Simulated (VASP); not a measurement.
Here is a VASP 6.6.1 calculation.

INCAR

```
PREC = Accurate ; ENCUT = 450
EDIFF = 1E-7 ; ISMEAR = -1
SIGMA = 0.02 ; LREAL = F
LASPH = T ; NELM = 120
ALGO = Normal ; ISIF = 2
LWAVE = F ; LCHARG = F
GGA = PE ; IBRION = 2
NSW = 80 ; EDIFFG = -0.02
GGA_COMPAT = F ; NELMIN = 4
```

Contents of KPOINTS:

```
Automatic mesh
0
Gamma
  13 13 13
```

Contents of POSCAR:

```
ZnSe
1.0
    0.0000000000      2.8338000000      2.7771240000
    2.8338000000      0.0000000000      2.7771240000
    2.8338000000      2.8338000000      0.0000000000
Zn Se
1 1
Direct
    0.0000000000      0.0000000000      0.0000000000
    0.2500000000      0.2500000000      0.2500000000
```

Potentials or basis: VASP PAW PBE potentials, release 64 (Zn, Se).

Run with:

```sh
$ cat potpaw_PBE.64/Zn/POTCAR potpaw_PBE.64/Se/POTCAR > POTCAR
$ mpirun -np 1 vasp_std > vasp.out
```

Problem. Predict the band gap on the k mesh.

Solution. 1.32 eV.

Final structure:
```
Zn Se
1.0
     0.00000    2.83380    2.77712
     2.83380    0.00000    2.77712
     2.83380    2.83380    0.00000
Zn Se
1 1
Direct
  0.00000 0.00000 0.00000
  0.25000 0.25000 0.25000
```

Caveat: the cell differs from its parent crystal (z stretched by -2 %).
